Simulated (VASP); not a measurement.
Here is a VASP 6.6.1 calculation.

File POSCAR:

```
MgHgSe2
1.0
    4.3984680606      0.0000000000      0.0000000000
    0.0000000000      4.3984680606      0.0000000000
    0.0000000000      0.0000000000      6.1028393454
Mg Se Hg
1 2 1
Direct
    0.0000000000      0.0000000000      0.0000000000
    0.0000000000      0.5000000000      0.2354752525
    0.5000000000      0.0000000000      0.7645247475
    0.5000000000      0.5000000000      0.5000000000
```

Contents of INCAR.step1:

```
PREC = Accurate
ENCUT = 520
ISMEAR = 0
SIGMA = 0.01
LREAL = False
LASPH = True
NELM = 100
NBANDS = 21
GGA = PE
ALGO = Normal
EDIFF = 1E-4
LWAVE = True
LCHARG = False
```

The input INCAR.step2:

```
PREC = Accurate
ENCUT = 520
EDIFF = 1E-7
ISMEAR = 0
SIGMA = 0.01
LREAL = False
LASPH = True
NELM = 100
ALGO = Normal
ISIF = 2
LWAVE = False
LCHARG = True
METAGGA = R2SCAN
LMIXTAU = True
LELF = True
LVHAR = True
NBANDS = 21
ISTART = 1
```

KPOINTS

```
regular mesh
0
Gamma
  6 6 4
```

Potentials or basis: VASP PAW PBE potentials, release 64 (Mg, Se, Hg).

Run with:

```console
$ cat potpaw_PBE.64/Mg/POTCAR potpaw_PBE.64/Se/POTCAR potpaw_PBE.64/Hg/POTCAR > POTCAR
$ cp INCAR.step1 INCAR
$ mpirun -np 1 vasp_std > vasp.out
$ cp INCAR.step2 INCAR
$ mpirun -np 1 vasp_std > vasp.out
```

Q: What does it give for the band gap on the k mesh?

A: 0.88 eV.

Q: Estimate the pressure.

A: -2.6 GPa.

Stress tensor (GPa, compression positive):
```
-2.59  0.00  0.00
 0.00 -2.59  0.00
 0.00  0.00 -2.50
```

Caveat: the PAW data sets were made with another functional, which shifts forces and pressure a little; spin-orbit coupling is left out, which moves the levels of the heavy elements.
